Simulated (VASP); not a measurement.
Wanted: the native input for a VASP 6.6.1 run.

```yaml
Task: single point
Functional: PBEsol
Potentials_or_basis: VASP PAW PBE potentials, release 64 (H, Li_sv)
Cutoff: 520 eV
k_mesh: 4 × 4 × 1
Occupations: fermi-dirac, width 0.05 eV
Spin: no spin polarisation
Dipole_correction: no
Further_INCAR_settings: LREAL = Auto; ALGO = Normal; EDIFF = 1e-06; NBANDS = 30
```

The structure of LiH lies in POSCAR:

```
LiH
1.0
    1.9899850000      1.9899850000      0.0000000000
   -1.9899850000      1.9899850000      0.0000000000
    0.0000000000      0.0000000000     26.9298920000
H Li
8 8
Direct
    0.5056470000      0.4993470000      0.2424570000
    0.4870500000      0.4953400000      0.3909010000
    0.5058110000      0.5023000000      0.5368750000
    0.4963790000      0.4937400000      0.6844890000
    0.9912310000      0.9960020000      0.3156480000
    0.0021630000      0.0058290000      0.4633470000
    0.0084250000      0.0018750000      0.6103400000
    0.9940130000      0.0084170000      0.7591080000
    0.0079810000      0.9981330000      0.2408560000
    0.9926750000      0.9916850000      0.3893830000
    0.9997010000      0.9914290000      0.5373150000
    0.9868290000      0.9995000000      0.6839070000
    0.5034540000      0.5093070000      0.3155920000
    0.4872480000      0.4870360000      0.4626400000
    0.4956220000      0.5007420000      0.6102930000
    0.5018730000      0.5181680000      0.7590720000
```

These files were run (other wordings do the same):

INCAR

```
PREC = Accurate ; ENCUT = 520
EDIFF = 1E-6 ; ISMEAR = -1
SIGMA = 0.05 ; LREAL = Auto
LASPH = T ; NELM = 60
ALGO = Normal ; ISIF = 2
LWAVE = F ; LCHARG = F
GGA = PS ; NBANDS = 30
```

KPOINTS

```
Automatic mesh
0
Gamma
  4 4 1
```

Potentials or basis: VASP PAW PBE potentials, release 64 (H, Li_sv).

The run is started by

```console
$ cat potpaw_PBE.64/H/POTCAR potpaw_PBE.64/Li_sv/POTCAR > POTCAR
$ mpirun -np 1 vasp_std > vasp.out
```

Results of the run:

| Property | Result |
| --- | --- |
| Largest force | 0.253 eV/Å |
| Band gap on the k mesh | 1.90 eV, indirect (least direct gap 2.37 eV) |

Caveat: the k points lie up to 0.56 Å⁻¹ apart; the PAW data sets were made with another functional, which shifts forces and pressure a little.

It took 89 s on 1 thread of Intel(R) Xeon(R) Platinum 8559C (Emerald Rapids) (shared host), peak memory 0.34 GiB.
